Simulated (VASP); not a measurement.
Crystal: SiC.

```
Si C
1.0
     3.07569    0.00000    0.00000
    -1.53785    2.66363    0.00000
     0.00000    0.00000   10.07065
Si C
4 4
Direct
  0.00000 0.00000 0.18789
  0.00000 0.00000 0.68789
  0.33333 0.66667 0.43784
  0.66667 0.33333 0.93784
  0.00000 0.00000 0.00046
  0.00000 0.00000 0.50046
  0.33333 0.66667 0.24980
  0.66667 0.33333 0.74980
```

Base run:

| Property | Result |
| --- | --- |
| Program | VASP 6.6.1 |
| Functional | r2SCAN |
| Potentials or basis | VASP PAW PBE potentials, release 64 (Si, C) |
| Cutoff | 520 eV |
| k mesh | 10 × 10 × 3 |
| Occupations | fermi-dirac, width 0.05 eV |
| Spin | no spin polarisation |

Its results: band gap on the k mesh 2.61 eV, indirect (least direct gap 3.79 eV); pressure 0.2 GPa.

**Question.** The run is repeated on the same cell with these changes: functional from r2SCAN to revPBE. What comes out?

**Answer.** Band gap on the k mesh 2.23 eV, indirect (least direct gap 3.35 eV); pressure 6.0 GPa.

r2SCAN gives the wider gap, since meta-GGAs in the generalised Kohn-Sham scheme recover part of the derivative discontinuity.

Caveats: the PAW data sets were made with another functional, which shifts forces and pressure a little.

A k mesh can miss the band edges.
